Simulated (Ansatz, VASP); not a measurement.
## One calculation of ZnS, two programs

File INCAR:

```
SYSTEM = ZnS
PREC = Accurate ; ENCUT = 520
EDIFF = 1E-6 ; ISMEAR = 0
SIGMA = 0.05 ; LREAL = .FALSE.
LASPH = .TRUE. ; NELM = 80
ALGO = Normal ; ISIF = 2
LWAVE = .FALSE. ; LCHARG = .TRUE.
GGA = PE ; LELF = .TRUE.
LVHAR = .TRUE. ; NBANDS = 46
```

KPOINTS

```
regular mesh
0
G
  8 8 2
  0 0 0
```

File POSCAR:

```
ZnS
1.0
   -3.8467234434      0.0000000000      0.0000000000
   -1.9233617217     -3.3313602233      0.0000000000
    0.0000000000      0.0000000000     14.5902250239
Zn S
4 4
Direct
    0.0000000000      0.0000000000      0.5662928108
    0.0000000000      0.0000000000      0.1348318497
    0.3333333333      0.3333333333      0.7820009994
    0.6666666667      0.6666666667      0.3505400382
    0.0000000000      0.0000000000      0.7278657514
    0.0000000000      1.0000000000      0.2964047903
    0.3333333333      0.3333333333      0.0809726596
    0.6666666667      0.6666666667      0.5124336207
```

Input for Ansatz:

```yaml
crystal:
  lattice:
    - [-3.8467234434, 0.0, 0.0]
    - [-1.9233617217, -3.3313602233, 0.0]
    - [0.0, 0.0, 14.5902250239]
  atoms:
    - { symbol: Zn, position: [0.0, 0.0, 0.5662928108] }
    - { symbol: Zn, position: [0.0, 0.0, 0.1348318497] }
    - { symbol: Zn, position: [0.3333333333, 0.3333333333, 0.7820009994] }
    - { symbol: Zn, position: [0.6666666667, 0.6666666667, 0.3505400382] }
    - { symbol: S, position: [0.0, 0.0, 0.7278657514] }
    - { symbol: S, position: [0.0, 1.0, 0.2964047903] }
    - { symbol: S, position: [0.3333333333, 0.3333333333, 0.0809726596] }
    - { symbol: S, position: [0.6666666667, 0.6666666667, 0.5124336207] }
basis:
  ecutwfc: 420
kpoints:
  mp_grid: { grid: [8, 8, 2] }
hamiltonian:
  xc: pbe
scf:
  occupations: { method: gaussian, width: 0.05 }
output:
  forces: true
  stress: true
  eigenvalues: true
```

Alike in both runs: task single point; functional PBE; k mesh 8 × 8 × 2; occupations gaussian, width 0.05 eV; no spin polarisation.

```csv
,VASP,Ansatz
version,VASP 6.6.1,Ansatz 0.2.0
potentials or method,"VASP PAW PBE potentials, release 64 (Zn, S), cutoff 520 eV","scalar-relativistic, plane waves, PAW"
valence electrons in the cell,72,72
```

|  | VASP | Ansatz | Ansatz less VASP |
| --- | --- | --- | --- |
| gap on the k mesh at the Fermi level (eV) | none | none | - |
| pressure (GPa) | -0.6 | -0.8 | -0.12 |
| traceless stress, the component that is largest in VASP (GPa) | 0.50 | 0.51 | +0.012 |
| rms of the force components (eV/Å) | 0.387 | 0.386 | -0.0014 |

Atom by atom the forces differ by 0.004 eV/Å (rms over components). A gap of «none» marks a metal or a gap that the smearing closes. The functional is the same, so the differences come from potentials, cutoffs and numerics.
